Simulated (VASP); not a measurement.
# SrLi3 (Pmmm) in VASP: notebook

SrLi3 is run at these levels: PBE; tasks: single point, relaxation of cell and atoms.

Everything below comes from runs of VASP 6.6.1. Logs are shortened: lines on timing, memory, paths and dates and some standing lists are left out, and cuts for length are marked.

## 1. The cell of the first run

It takes space group Pmmm (No. 47, orthorhombic). Conventional cell: a = 2.714 Å, b = 4.565 Å, c = 5.535 Å, α = 90.00°, β = 90.00°, γ = 90.00°. Within 3.5 Å of Li (site symmetry mm2) lie 6 Li at 2.69 to 2.83 Å and 4 Sr at 2.98 Å. Within 3.5 Å of Li (site symmetry mmm) lie 6 Li at 2.69 to 2.71 Å and 4 Sr at 3.08 Å. Within 3.6 Å of Sr (site symmetry mmm) lie 2 Sr at 2.71 Å and 12 Li at 2.98 to 3.08 Å.

## 2. Single point, PBE

The input, INCAR:

```
PREC = Accurate ; ENCUT = 520
EDIFF = 1E-6 ; ISMEAR = 0
SIGMA = 0.1 ; LREAL = F
LASPH = T ; NELM = 80
ALGO = Fast ; ISIF = 2
LWAVE = F ; LCHARG = T
GGA = PE ; LELF = T
LVHAR = T ; NBANDS = 18
```

The input, KPOINTS:

```
Automatic mesh
0
Gamma
  6 4 4
```

The input, POSCAR:

```
SrLi3
1.0
    2.7143993700      0.0000000000      0.0000000000
    0.0000000000      4.5648517400      0.0000000000
    0.0000000000      0.0000000000      5.5349543400
Li Sr
3 1
Direct
    0.0000000000      0.0000000000      0.2558544800
    0.0000000000      0.0000000000      0.7441455200
    0.0000000000      0.5000000000      0.0000000000
    0.5000000000      0.5000000000      0.5000000000
```

Potentials or basis: VASP PAW PBE potentials, release 64 (Li_sv, Sr_sv).

Command:

```
> cat potpaw_PBE.64/Li_sv/POTCAR potpaw_PBE.64/Sr_sv/POTCAR > POTCAR
> mpirun -np 1 vasp_std > vasp.out
```

OUTCAR:

```text
PREC = Accurate
   ENCUT = 520
   EDIFF = 1E-6
   ISMEAR = 0
   LREAL = F
   LASPH = T
   NELM = 80
   ISIF = 2
   GGA = PE

 ion  position               nearest neighbor table
   1  0.000  0.000  0.256-   4 2.98   4 2.98   4 2.98   4 2.98
   2  0.000  0.000  0.744-   4 2.98   4 2.98   4 2.98   4 2.98
   3  0.000  0.500  0.000-   4 3.08   4 3.08   4 3.08   4 3.08
   4  0.500  0.500  0.500-   1 2.98   2 2.98   1 2.98   2 2.98   1 2.98   2 2.98   1 2.98   2 2.98
                             3 3.08   3 3.08   3 3.08   3 3.08

  LATTYP: Found a simple orthorhombic cell.
 ALAT       =     2.7143993700
 B/A-ratio  =     1.6817170644
 C/A-ratio  =     2.0391083203

  Lattice vectors:

 A1 = (   2.7143993700,   0.0000000000,   0.0000000000)
 A2 = (   0.0000000000,   4.5648517400,   0.0000000000)
 A3 = (   0.0000000000,   0.0000000000,   5.5349543400)

Analysis of symmetry for initial positions (statically):
=====================================================================
 Subroutine PRICEL returns:
 Original cell was already a primitive cell.

 Routine SETGRP: Setting up the symmetry group for a
 simple orthorhombic supercell.

 Subroutine GETGRP returns: Found  8 space group operations
 (whereof  8 operations were pure point group operations)
 out of a pool of  8 trial point group operations.

The static configuration has the point symmetry D_2h.

Analysis of symmetry for dynamics (positions and initial velocities):
=====================================================================
 Subroutine PRICEL returns:
 Original cell was already a primitive cell.

 Routine SETGRP: Setting up the symmetry group for a
 simple orthorhombic supercell.

 Subroutine GETGRP returns: Found  8 space group operations
 (whereof  8 operations were pure point group operations)
 out of a pool of  8 trial point group operations.

The dynamic configuration has the point symmetry D_2h.

 Subroutine INISYM returns: Found  8 space group operations
 (whereof  8 operations are pure point group operations),
 and found     1 'primitive' translations

----------------------------------------------------------------------------------------

                                     Primitive cell

  volume of cell :      68.5827

  direct lattice vectors                    reciprocal lattice vectors
     2.714399370  0.000000000  0.000000000     0.368405626  0.000000000  0.000000000
     0.000000000  4.564851740  0.000000000     0.000000000  0.219065165  0.000000000
     0.000000000  0.000000000  5.534954340     0.000000000  0.000000000  0.180669964

  length of vectors
     2.714399370  4.564851740  5.534954340     0.368405626  0.219065165  0.180669964

  position of ions in fractional coordinates (direct lattice)
     0.000000000  0.000000000  0.255854480
     0.000000000  0.000000000  0.744145520
     0.000000000  0.500000000  0.000000000
     0.500000000  0.500000000  0.500000000

  ion indices of the primitive-cell ions
   primitive index   ion index
                 1           1
                 2           2
                 3           3
                 4           4

----------------------------------------------------------------------------------------

 KPOINTS: Automatic mesh

Automatic generation of k-mesh.
 Grid dimensions read from file:
 generate k-points for:    6    4    4

 Generating k-lattice:

  Cartesian coordinates                     Fractional coordinates (reciprocal lattice)
     0.061400938  0.000000000  0.000000000     0.166666667  0.000000000  0.000000000
     0.000000000  0.054766291  0.000000000     0.000000000  0.250000000  0.000000000
     0.000000000  0.000000000  0.045167491     0.000000000  0.000000000  0.250000000

  Length of vectors
     0.061400938  0.054766291  0.045167491

  Shift w.r.t. Gamma in fractional coordinates (k-lattice)
     0.000000000  0.000000000  0.000000000

 Subroutine IBZKPT returns following result:
 ===========================================

 Found     36 irreducible k-points:

 Following reciprocal coordinates:
            Coordinates               Weight
  0.000000  0.000000  0.000000      1.000000
  0.166667  0.000000  0.000000      2.000000
  0.333333  0.000000  0.000000      2.000000
  0.500000  0.000000  0.000000      1.000000
  0.000000  0.250000  0.000000      2.000000
  0.166667  0.250000  0.000000      4.000000
[... 16 lines left out ...]
  0.333333  0.500000  0.250000      4.000000
  0.500000  0.500000  0.250000      2.000000
 [... further k-points ...]
   k-points           NKPTS =     36   k-points in BZ     NKDIM =     36   number of bands    NBANDS=     18
   number of dos      NEDOS =    301   number of ions     NIONS =      4
   total plane-waves  NPLWV =  30240
   dimension x,y,z NGX =    20 NGY =   36 NGZ =   42
   dimension x,y,z NGXF=    40 NGYF=   72 NGZF=   84
   ions per type =               3   1
   NGX,Y,Z   is equivalent  to a cutoff of  12.25, 13.11, 12.61 a.u.
   NGXF,Y,Z  is equivalent  to a cutoff of  24.50, 26.22, 25.23 a.u.
 SYSTEM =  unknown system
   PREC   = accura    normal or accurate (medium, high low for compatibility)
   ISTART =      0    job   : 0-new  1-cont  2-samecut
   ICHARG =      2    charge: 1-file 2-atom 10-const
   ISPIN  =      1    spin polarized calculation?
   LNONCOLLINEAR =      F non collinear calculations
   LSORBIT =      F    spin-orbit coupling
   LASPH  =      T    aspherical Exc in radial PAW
   ENCUT  =  520.0 eV  38.22 Ry    6.18 a.u.   5.05  8.49 10.29*2*pi/ulx,y,z
   NELM   =     80;   NELMIN=  2; NELMDL= -5     # of ELM steps
   EDIFF  = 0.1E-05   stopping-criterion for ELM
   LREAL  =      F    real-space projection
   EDIFFG = 0.1E-04   stopping-criterion for IOM
   NSW    =      0    number of steps for IOM
   IBRION =     -1    ionic relax: 0-MD 1-quasi-New 2-CG
   NFREE  =      0    steps in history (QN), initial steepest desc. (CG)
   ISIF   =      2    stress and relaxation
   ISYM   =      2    0-nonsym 1-usesym 2-fastsym
   POTIM  = 0.5000    time-step for ionic-motion
   TEBEG  =    0.0;   TEEND  =   0.0 temperature during run
   PSTRESS=    0.0 pullay stress
   NELECT =      19.0000    total number of electrons
   NUPDOWN=      -1.0000    fix difference up-down
   EMIN   =  10.00;   EMAX   =-10.00  energy-range for DOS
   EFERMI =   0.00;   METHOD = LEGACY
   ISMEAR =     0;   SIGMA  =   0.10  broadening in eV -4-tet -1-fermi 0-gaus
   EFERMI_NEDOS =   21; number of points for ismear=-14 and -15
   IALGO  =     68    algorithm
   IMIX   =      4    mixing-type and parameters
     AMIX     =   0.40;   BMIX     =  1.00
     AMIX_MAG =   1.60;   BMIX_MAG =  1.00
  volume/ion in A,a.u.               =      17.15       115.70
  Fermi-wavevector in a.u.,A,eV,Ry     =   1.067221  2.016756 15.496513  1.138962
  Thomas-Fermi vector in A             =   2.202831
   LORBIT       =      0    0 simple, 1 ext, 2 COOP (PROOUT), +10 PAW based schemes
   GGA     = PE    functional components
   LHFCALC =     F    Hartree Fock is set to
   AEXX    =    0.0000 exact exchange contribution
   IVDW    =     0    specifies the selected vdW correction
   LEPSILON=     F    determine dielectric tensor
   LRPA    =     F    only Hartree local field effects (RPA)
 non-spin polarized calculation
 RMM-DIIS sequential band-by-band and
 Gauss-broadening in eV      SIGMA  =   0.10
  energy-cutoff  :      520.00
  volume of cell :       68.58
 maximum number of plane-waves:      1876
   NGX = 11   NGY = 17   NGZ = 21

 number of electron      19.0000028 magnetization

 Free energy of the ion-electron system (eV)
  ---------------------------------------------------
  ext. energy  EPLUGINS =         0.00000000
  ---------------------------------------------------
  free energy    TOTEN  =        -4.59359620 eV

  energy without entropy =       -4.58254363  energy(sigma->0) =       -4.58806991

 E-fermi :   2.8966     XC(G=0):  -8.7397

 val. band max:        2.8329256937   @ k =   0.5000   0.0000   0.2500
 cond. band min:       2.9086963059   @ k =   0.3333   0.5000   0.0000
 fundamental gap:      0.0757706122
 Fermi energy:         2.8966212180

 k-point     1 :       0.0000    0.0000    0.0000
  band No.  band energies     occupation
      1     -43.1838      2.00000
      2     -43.1415      2.00000
      3     -43.1323      2.00000
      4     -32.8782      2.00000
      5     -14.9586      2.00000
      6     -14.8506      2.00000
[... 10 lines left out ...]
     17      11.3987      0.00000
     18      11.7147      0.00000

 k-point     2 :       0.1667    0.0000    0.0000
  band No.  band energies     occupation
      1     -43.1777      2.00000
      2     -43.1357      2.00000
      3     -43.1267      2.00000
      4     -32.7102      2.00000
      5     -14.7980      2.00000
      6     -14.6914      2.00000
[... 10 lines left out ...]
     17      11.2462      0.00000
     18      11.4349      0.00000

 k-point     3 :       0.3333    0.0000    0.0000
  band No.  band energies     occupation
      1     -43.1656      2.00000
      2     -43.1244      2.00000
      3     -43.1156      2.00000
      4     -32.3488      2.00000
      5     -16.0534      2.00000
      6     -14.4538      2.00000
[... 10 lines left out ...]
     17      10.5634      0.00000
     18      11.8118      0.00000

 k-point     4 :       0.5000    0.0000    0.0000
  band No.  band energies     occupation
      1     -43.1595      2.00000
      2     -43.1188      2.00000
      3     -43.1100      2.00000
      4     -32.1530      2.00000
      5     -16.8947      2.00000
      6     -14.2684      2.00000
[... 375 lines left out ...]
      4     -32.7089      2.00000
      5     -14.7978      2.00000
      6     -14.7638      2.00000
[... 10 lines left out ...]
     17      10.8342      0.00000
     18      12.4101      0.00000

 k-point    23 :       0.3333    0.5000    0.2500
  band No.  band energies     occupation
      1     -43.1550      2.00000
      2     -43.1323      2.00000
      3     -43.1181      2.00000
      4     -32.3469      2.00000
      5     -16.0507      2.00000
      6     -14.4519      2.00000
[... 10 lines left out ...]
     17      10.0048      0.00000
     18      11.6558      0.00000

 k-point    24 :       0.5000    0.5000    0.2500
  band No.  band energies     occupation
      1     -43.1493      2.00000
      2     -43.1263      2.00000
      3     -43.1124      2.00000
      4     -32.1509      2.00000
      5     -16.8921      2.00000
      6     -14.2655      2.00000
[... 10 lines left out ...]
     17       9.8946      0.00000
     18      11.5824      0.00000

 [... further k-points ...]

------------------------ aborting loop because EDIFF is reached ----------------------------------------

  FORCE on cell =-STRESS in cart. coord.  units (eV):
  Direction    XX          YY          ZZ          XY          YZ          ZX
  --------------------------------------------------------------------------------------
  -------------------------------------------------------------------------------------
  Total        8.8832024      7.6991973      5.2663481      0.0000000      0.0000000      0.0000000
  in kB      207.5227304    179.8628888    123.0284859      0.0000000      0.0000000      0.0000000
  external PRESSURE =     170.1380350 kB  Pullay stress =       0.0000000 kB

 VOLUME and BASIS-vectors are now :
 -----------------------------------------------------------------------------
  energy-cutoff  :      520.00
  volume of cell :       68.58
      direct lattice vectors                 reciprocal lattice vectors
     2.714399370  0.000000000  0.000000000     0.368405626  0.000000000  0.000000000
     0.000000000  4.564851740  0.000000000     0.000000000  0.219065165  0.000000000
     0.000000000  0.000000000  5.534954340     0.000000000  0.000000000  0.180669964

 POSITION                                       TOTAL-FORCE (eV/Angst)
 -----------------------------------------------------------------------------------
      0.00000      0.00000      1.41614         0.000000      0.000000     -0.964775
      0.00000      0.00000      4.11881        -0.000000      0.000000      0.964775
      0.00000      2.28243      0.00000         0.000000      0.000000      0.000000
      1.35720      2.28243      2.76748         0.000000      0.000000      0.000000
 -----------------------------------------------------------------------------------
    total drift:                                0.000000      0.000000      0.000000

  FREE ENERGIE OF THE ION-ELECTRON SYSTEM (eV)
  ---------------------------------------------------
  free  energy   TOTEN  =        -4.5935961983 eV

  energy  without entropy=       -4.5825436267  energy(sigma->0) =       -4.58806991
```

Run time: 5.1 min. Hardware: 1 thread of Intel Xeon Platinum 8259CL at 2.50GHz (Skylake/Cascade Lake), shared host; peak memory 0.19 GiB.

Results:

```yaml
Free_energy: -4.5936 eV
Largest_force: 0.965 eV/Å
```

Forces on the atoms (eV/Å):
```
Li   0.000  0.000 -0.965
Li   0.000  0.000  0.965
Li   0.000  0.000  0.000
Sr   0.000  0.000  0.000
```

Levels at points of the mesh, in eV from the Fermi level:
```csv
k point,band 7,band 8,band 9,band 10,band 11,band 12
"(0.00, 0.00, 0.00)",-15.86,-3.87,-1.49,0.87,0.87,0.98
"(0.50, 0.00, 0.00)",-17.06,-1.31,-0.52,-0.14,1.74,2.11
"(0.00, 0.50, 0.00)",-15.86,-2.62,-1.99,0.38,0.51,0.88
"(0.50, 0.50, 0.00)",-17.13,-0.92,-0.69,0.53,0.67,2.08
"(0.00, 0.00, 0.50)",-15.86,-2.97,-2.52,-0.30,0.04,1.15
"(0.50, 0.00, 0.50)",-17.06,-0.60,0.02,0.05,0.07,2.64
"(0.00, 0.50, 0.50)",-15.86,-2.25,-1.52,-0.93,-0.52,1.29
"(0.50, 0.50, 0.50)",-17.13,-0.87,-0.68,0.64,1.74,1.89
```

Caveat: the k points lie up to 0.39 Å⁻¹ apart; the cutoff is under 1.25 times the usual one of these potentials, so pressure, stress and relaxed cells hold a basis-set (Pulay) error.

(Continued in part 2 of 2.)
